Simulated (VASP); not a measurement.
Set up this calculation in VASP 6.6.1, as the native input.

* Task: single point
* Functional: r2SCAN
* Potentials or basis: VASP PAW PBE potentials, release 64 (Li_sv, F)
* Cutoff: 520 eV
* k mesh: 10 × 10 × 10
* Occupations: gaussian, width 0.05 eV
* Spin: no spin polarisation
* Dipole correction: no
* Further INCAR settings: ALGO = Normal; EDIFF = 1e-06; NBANDS = 12

The system is LiF.

```
CELL_PARAMETERS angstrom
2.76430 0.00000 0.00000
0.00000 2.76430 0.00000
0.00000 0.00000 2.66191
ATOMIC_POSITIONS crystal
Li 0.00000 0.00000 0.00000
F 0.50000 0.50000 0.50000
```

This cell differs from its parent crystal: strain +0.080 along x and y, +0.040 along z.

One way to write it, as run:

POSCAR

```
LiF
1.0
    2.7642956400      0.0000000000      0.0000000000
    0.0000000000      2.7642956400      0.0000000000
    0.0000000000      0.0000000000      2.6619143200
Li F
1 1
Direct
    0.0000000000      0.0000000000      0.0000000000
    0.5000000000      0.5000000000      0.5000000000
```

INCAR.step1

```
PREC     = Accurate       # precision mode
ENCUT    = 520            # plane-wave cutoff, eV
ISMEAR   = 0              # smearing method
SIGMA    = 0.05           # smearing width, eV
LREAL    = False          # projectors in reciprocal space
LASPH    = True           # aspherical terms in the spheres
NELM     = 60             # most SCF steps
NBANDS   = 12             # bands
GGA      = PE             # functional
ALGO     = Normal         # electronic algorithm
EDIFF    = 1E-4           # SCF threshold, eV
LWAVE    = True           # write WAVECAR
LCHARG   = False          # write CHGCAR
```

INCAR.step2

```
PREC     = Accurate       # precision mode
ENCUT    = 520            # plane-wave cutoff, eV
EDIFF    = 1E-6           # SCF threshold, eV
ISMEAR   = 0              # smearing method
SIGMA    = 0.05           # smearing width, eV
LREAL    = False          # projectors in reciprocal space
LASPH    = True           # aspherical terms in the spheres
NELM     = 60             # most SCF steps
ALGO     = Normal         # electronic algorithm
ISIF     = 2              # what is computed and relaxed
LWAVE    = False          # write WAVECAR
LCHARG   = True           # write CHGCAR
METAGGA  = R2SCAN         # meta-GGA
LMIXTAU  = True         
LELF     = True           # ELF
LVHAR    = True         
NBANDS   = 12             # bands
ISTART   = 1
```

KPOINTS

```
regular mesh
0
Gamma
  10 10 10
```

Potentials or basis: VASP PAW PBE potentials, release 64 (Li_sv, F).

Launch:

```console
$ cat potpaw_PBE.64/Li_sv/POTCAR potpaw_PBE.64/F/POTCAR > POTCAR
$ cp INCAR.step1 INCAR
$ mpirun -np 1 vasp_std > vasp.out
$ cp INCAR.step2 INCAR
$ mpirun -np 1 vasp_std > vasp.out
```

It gave:

| Item | Value |
| --- | --- |
| Band gap on the k mesh | 7.06 eV (least direct gap 7.50 eV) |

Caveat: the cell differs from its parent crystal (strain +0.080 along x and y, +0.040 along z).

It took 120 s on 1 thread of Intel Xeon 8259CL, on a shared host, peak memory 0.15 GiB.
